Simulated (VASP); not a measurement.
# BeTe (F-43m) in VASP: a series of runs

BeTe is run at these levels: PBEsol; tasks: single point, relaxation of cell and atoms.

Everything below comes from runs of VASP 6.6.1. Logs are shortened: lines on timing, memory, paths and dates and some standing lists are left out, and cuts for length are marked.

## (1) The cell of the first run

The structure is cubic, space group F-43m (No. 216). Conventional cell: a = 5.606 Å, b = 5.606 Å, c = 5.606 Å, α = 90.00°, β = 90.00°, γ = 90.00°. Be (site symmetry -43m) has 4 Te at 2.43 Å within 3.2 Å. Te (site symmetry -43m) has 4 Be at 2.43 Å within 3.2 Å.

## (2) Single point, PBEsol

Contents of INCAR:

```
PREC = Accurate ; ENCUT = 520
EDIFF = 1E-6 ; ISMEAR = 0
SIGMA = 0.02 ; LREAL = F
LASPH = T ; NELM = 100
ALGO = Normal ; ISIF = 2
LWAVE = F ; LCHARG = F
GGA = PS ; NBANDS = 11
```

Contents of KPOINTS:

```
Automatic mesh
0
Gamma
  8 8 8
```

Contents of POSCAR:

```
BeTe
1.0
    0.0000000000      2.8029732619      2.8029732619
    2.8029732619      0.0000000000      2.8029732619
    2.8029732619      2.8029732619      0.0000000000
Be Te
1 1
Direct
    0.0000000000      0.0000000000      0.0000000000
    0.2500000000      0.2500000000      0.2500000000
```

Potentials or basis: VASP PAW PBE potentials, release 64 (Be, Te).

The run is started by

```bash
> cat potpaw_PBE.64/Be/POTCAR potpaw_PBE.64/Te/POTCAR > POTCAR
> mpirun -np 1 vasp_std > vasp.out
```

OUTCAR:

```text
PREC = Accurate
   ENCUT = 520
   EDIFF = 1E-6
   ISMEAR = 0
   LREAL = F
   LASPH = T
   NELM = 100
   ISIF = 2
   GGA = PS

 ion  position               nearest neighbor table
   1  0.000  0.000  0.000-   2 2.43   2 2.43   2 2.43   2 2.43
   2  0.250  0.250  0.250-   1 2.43   1 2.43   1 2.43   1 2.43

  LATTYP: Found a face centered cubic cell.
 ALAT       =     5.6059465238

  Lattice vectors:

 A1 = (   0.0000000000,   2.8029732619,   2.8029732619)
 A2 = (   2.8029732619,   0.0000000000,   2.8029732619)
 A3 = (   2.8029732619,   2.8029732619,   0.0000000000)

Analysis of symmetry for initial positions (statically):
=====================================================================
 Subroutine PRICEL returns:
 Original cell was already a primitive cell.

 Routine SETGRP: Setting up the symmetry group for a
 face centered cubic supercell.

 Subroutine GETGRP returns: Found 24 space group operations
 (whereof 24 operations were pure point group operations)
 out of a pool of 48 trial point group operations.

The static configuration has the point symmetry T_d .

Analysis of symmetry for dynamics (positions and initial velocities):
=====================================================================
 Subroutine PRICEL returns:
 Original cell was already a primitive cell.

 Routine SETGRP: Setting up the symmetry group for a
 face centered cubic supercell.

 Subroutine GETGRP returns: Found 24 space group operations
 (whereof 24 operations were pure point group operations)
 out of a pool of 48 trial point group operations.

The dynamic configuration has the point symmetry T_d .

 Subroutine INISYM returns: Found 24 space group operations
 (whereof 24 operations are pure point group operations),
 and found     1 'primitive' translations

----------------------------------------------------------------------------------------

                                     Primitive cell

  volume of cell :      44.0440

  direct lattice vectors                    reciprocal lattice vectors
     0.000000000  2.802973262  2.802973262    -0.178382008  0.178382008  0.178382008
     2.802973262  0.000000000  2.802973262     0.178382008 -0.178382008  0.178382008
     2.802973262  2.802973262  0.000000000     0.178382008  0.178382008 -0.178382008

  length of vectors
     3.964002802  3.964002802  3.964002802     0.308966702  0.308966702  0.308966702

  position of ions in fractional coordinates (direct lattice)
     0.000000000  0.000000000  0.000000000
     0.250000000  0.250000000  0.250000000

  ion indices of the primitive-cell ions
   primitive index   ion index
                 1           1
                 2           2
[... 78 lines left out ...]
   ISIF   =      2    stress and relaxation
   ISYM   =      2    0-nonsym 1-usesym 2-fastsym
   POTIM  = 0.5000    time-step for ionic-motion
   TEBEG  =    0.0;   TEEND  =   0.0 temperature during run
   PSTRESS=    0.0 pullay stress
   NELECT =       8.0000    total number of electrons
   NUPDOWN=      -1.0000    fix difference up-down
   EMIN   =  10.00;   EMAX   =-10.00  energy-range for DOS
   EFERMI =   0.00;   METHOD = LEGACY
   ISMEAR =     0;   SIGMA  =   0.02  broadening in eV -4-tet -1-fermi 0-gaus
   EFERMI_NEDOS =   21; number of points for ismear=-14 and -15
   IALGO  =     38    algorithm
   IMIX   =      4    mixing-type and parameters
     AMIX     =   0.40;   BMIX     =  1.00
     AMIX_MAG =   1.60;   BMIX_MAG =  1.00
  volume/ion in A,a.u.               =      22.02       148.61
  Fermi-wavevector in a.u.,A,eV,Ry     =   0.927134  1.752029 11.695263  0.859578
  Thomas-Fermi vector in A             =   2.053171
   LORBIT       =      0    0 simple, 1 ext, 2 COOP (PROOUT), +10 PAW based schemes
   GGA     = PS    functional components
   LHFCALC =     F    Hartree Fock is set to
   AEXX    =    0.0000 exact exchange contribution
   IVDW    =     0    specifies the selected vdW correction
   LEPSILON=     F    determine dielectric tensor
   LRPA    =     F    only Hartree local field effects (RPA)
 non-spin polarized calculation
 Gauss-broadening in eV      SIGMA  =   0.02
  energy-cutoff  :      520.00
  volume of cell :       44.04
 maximum number of plane-waves:      1243
 NGX is ok and might be reduce to    30
   NGX = 15   NGY = 15   NGZ = 15

 number of electron       7.9999999 magnetization

 Free energy of the ion-electron system (eV)
  ---------------------------------------------------
  ext. energy  EPLUGINS =         0.00000000
  ---------------------------------------------------
  free energy    TOTEN  =        -8.21585716 eV

  energy without entropy =       -8.21585716  energy(sigma->0) =       -8.21585716

 E-fermi :   5.2979     XC(G=0):  -9.2569

 val. band max:        5.1594024648   @ k =   0.0000   0.0000   0.0000
 cond. band min:       6.9784488401   @ k =   0.5000   0.5000   0.0000
 fundamental gap:      1.8190463753
 Fermi energy:         5.2978611239

 k-point     1 :       0.0000    0.0000    0.0000
  band No.  band energies     occupation
      1      -7.2657      2.00000
      2       5.1594      2.00000
      3       5.1594      2.00000
      4       5.1594      2.00000
      5       8.7471      0.00000
      6       8.7471      0.00000
      7       8.7471      0.00000
      8       8.9917      0.00000
      9      13.3708      0.00000
     10      15.4306      0.00000
     11      15.4306      0.00000
[... 309 lines left out ...]
 k-point    24 :      -0.3750    0.2500    0.1250
  band No.  band energies     occupation
      1      -5.6342      2.00000
      2      -0.0696      2.00000
      3       2.1954      2.00000
      4       3.2008      2.00000
      5       9.2971      0.00000
      6       9.5124      0.00000
      7      11.8590      0.00000
      8      12.9198      0.00000
      9      13.6018      0.00000
     10      16.7165      0.00000
     11      17.0233      0.00000

 [... further k-points ...]
[... 5 lines left out ...]
  --------------------------------------------------------------------------------------
  -------------------------------------------------------------------------------------
  Total        0.0611173      0.0611173      0.0611173     -0.0000000     -0.0000000     -0.0000000
  in kB        2.2232472      2.2232472      2.2232472     -0.0000000     -0.0000000     -0.0000000
  external PRESSURE =       2.2232472 kB  Pullay stress =       0.0000000 kB

 VOLUME and BASIS-vectors are now :
 -----------------------------------------------------------------------------
  energy-cutoff  :      520.00
  volume of cell :       44.04
      direct lattice vectors                 reciprocal lattice vectors
     0.000000000  2.802973262  2.802973262    -0.178382008  0.178382008  0.178382008
     2.802973262  0.000000000  2.802973262     0.178382008 -0.178382008  0.178382008
     2.802973262  2.802973262  0.000000000     0.178382008  0.178382008 -0.178382008

 POSITION                                       TOTAL-FORCE (eV/Angst)
 -----------------------------------------------------------------------------------
      0.00000      0.00000      0.00000         0.000000     -0.000000      0.000000
      1.40149      1.40149      1.40149         0.000000      0.000000     -0.000000
 -----------------------------------------------------------------------------------
    total drift:                                0.000000      0.000000      0.000000

  FREE ENERGIE OF THE ION-ELECTRON SYSTEM (eV)
  ---------------------------------------------------
  free  energy   TOTEN  =        -8.2158571571 eV

  energy  without entropy=       -8.2158571571  energy(sigma->0) =       -8.21585716
```

OSZICAR:

```text
N       E                     dE             d eps       ncg     rms          rms(c)
DAV:   1     0.177970749023E+02    0.17797E+02   -0.32223E+03   638   0.575E+02
DAV:   2    -0.731946225609E+01   -0.25117E+02   -0.23784E+02   846   0.930E+01
DAV:   3    -0.834988132568E+01   -0.10304E+01   -0.10288E+01   829   0.196E+01
DAV:   4    -0.836070142021E+01   -0.10820E-01   -0.10819E-01   762   0.232E+00
DAV:   5    -0.836091554142E+01   -0.21412E-03   -0.21412E-03   837   0.316E-01    0.404E+00
DAV:   6    -0.825373994411E+01    0.10718E+00   -0.10106E-01   725   0.125E+00    0.242E+00
DAV:   7    -0.821568154865E+01    0.38058E-01   -0.10075E-01   752   0.135E+00    0.413E-01
DAV:   8    -0.821572889963E+01   -0.47351E-04   -0.51350E-03   716   0.407E-01    0.898E-02
DAV:   9    -0.821584037682E+01   -0.11148E-03   -0.18136E-04   791   0.837E-02    0.273E-02
DAV:  10    -0.821585684508E+01   -0.16468E-04   -0.32602E-05   712   0.275E-02    0.126E-02
DAV:  11    -0.821585715708E+01   -0.31200E-06   -0.94532E-07   768   0.604E-03
   1 F= -.82158572E+01 E0= -.82158572E+01  d E =-.101360E-24
```

stdout:

```text
POSCAR found type information on POSCAR BeTe
 POSCAR found :  2 types and       2 ions
 scaLAPACK will be used
 -----------------------------------------------------------------------------
|                                                                             |
|                                                                             |
|     You enforced a specific xc type in the INCAR file but a different       |
|     I HOPE YOU KNOW WHAT YOU ARE DOING!                                     |
|                                                                             |
 -----------------------------------------------------------------------------

 LDA part: xc-table for (Slater+PW92), standard interpolation
 POSCAR, INCAR and KPOINTS ok, starting setup
 FFT: planning ... GRIDC
 FFT: planning ... GRID_SOFT
 FFT: planning ... GRID
 WAVECAR not read
 entering main loop
```

Run time: 12 s. Hardware: 1 thread of Intel Xeon Platinum 8488C (Sapphire Rapids), shared host; peak memory 0.17 GiB.

Results:

```
Free energy            : -8.2159 eV
Pressure               : 0.2 GPa
Band gap on the k mesh : 1.82 eV, indirect (least direct gap 3.59 eV)
```

Levels at points of the mesh, in eV from the valence-band top:
```csv
k point,band 1,band 2,band 3,band 4,band 5,band 6,band 7,band 8
"(0.00, 0.00, 0.00)",-12.43,0.00,0.00,0.00,3.59,3.59,3.59,3.83
"(0.50, 0.00, 0.00)",-11.04,-5.66,-1.16,-1.16,3.07,4.55,4.55,7.66
"(0.50, 0.50, 0.00)",-10.54,-5.20,-2.71,-2.71,1.82,2.59,9.79,9.79
```

Caveat: the PAW data sets were made with another functional, which shifts forces and pressure a little; spin-orbit coupling is left out, which moves the levels of the heavy elements. As with any semilocal functional, this PBEsol gap is likely too small.

## (3) Relaxation of cell and atoms, PBEsol

This run uses another cell than the first one, of 22.71 Å³/atom, 1.031 times its volume.

Contents of INCAR:

```
SYSTEM = BeTe
PREC = Accurate ; ENCUT = 600
EDIFF = 1E-6 ; ISMEAR = 0
SIGMA = 0.02 ; LREAL = .False.
LASPH = .True. ; NELM = 60
ALGO = Normal ; ISIF = 3
LWAVE = .False. ; LCHARG = .False.
GGA = PS ; IBRION = 2
NSW = 70 ; EDIFFG = -0.005
```

Contents of KPOINTS:

```
Automatic mesh
0
Gamma
  8 8 8
  0 0 0
```

Contents of POSCAR:

```
BeTe
1.0
    0.0000000000      2.8318743937      2.8318743937
    2.8318743937      0.0000000000      2.8318743937
    2.8318743937      2.8318743937      0.0000000000
Be Te
1 1
Direct
    0.0000000000      0.0000000000      0.0000000000
    0.2500000000      0.2500000000      0.2500000000
```

Potentials or basis: VASP PAW PBE potentials, release 64 (Be, Te).

The run is started by

```bash
> cat potpaw_PBE.64/Be/POTCAR potpaw_PBE.64/Te/POTCAR > POTCAR
> mpirun -np 1 vasp_std > vasp.out
```

Wall time 14 s (1 thread of Intel Xeon Platinum 8488C (Sapphire Rapids), shared host); peak memory 0.18 GiB.

The run converged. Its results:

```
Free energy                            : -8.2160 eV
Relaxed volume                         : 22.10 Å³/atom
Relaxed cell                           : a = 3.968 Å, b = 3.968 Å, c = 3.968 Å, α = 60.00°, β = 60.00°, γ = 60.00°
Space group after relaxing (to 0.05 Å) : F-43m (No. 216)
Energy gained by relaxing              : 3.1 meV/atom
Ionic steps                            : 3
Pressure after relaxing                : 0.0 GPa
Band gap on the k mesh                 : 1.83 eV, indirect (least direct gap 3.59 eV)
```

The path:
```tsv
step	energy change (eV)	largest force (eV/Å)	pressure (GPa)	volume (Å³)
1	0.0000	0.0000	-1.56	45.42
2	-0.0059	0.0000	0.29	43.98
3	-0.0061	0.0000	0.01	44.19
```

Final structure:
```
Be Te
1.0
     0.00000    2.80612    2.80612
     2.80612    0.00000    2.80612
     2.80612    2.80612    0.00000
Be Te
1 1
Direct
  0.00000 0.00000 0.00000
  0.25000 0.25000 0.25000
```

Levels at points of the mesh, in eV from the valence-band top:
| k point | band 1 | band 2 | band 3 | band 4 | band 5 | band 6 | band 7 | band 8 |
| --- | --- | --- | --- | --- | --- | --- | --- | --- |
| (0.00, 0.00, 0.00) | -12.40 | 0.00 | 0.00 | 0.00 | 3.59 | 3.59 | 3.59 | 3.81 |
| (0.50, 0.00, 0.00) | -11.03 | -5.64 | -1.15 | -1.15 | 3.06 | 4.55 | 4.55 | 7.66 |
| (0.50, 0.50, 0.00) | -10.52 | -5.19 | -2.70 | -2.70 | 1.83 | 2.60 | 9.77 | 9.77 |

Caveat: the PAW data sets were made with another functional, which shifts forces and pressure a little; spin-orbit coupling is left out, which moves the levels of the heavy elements.
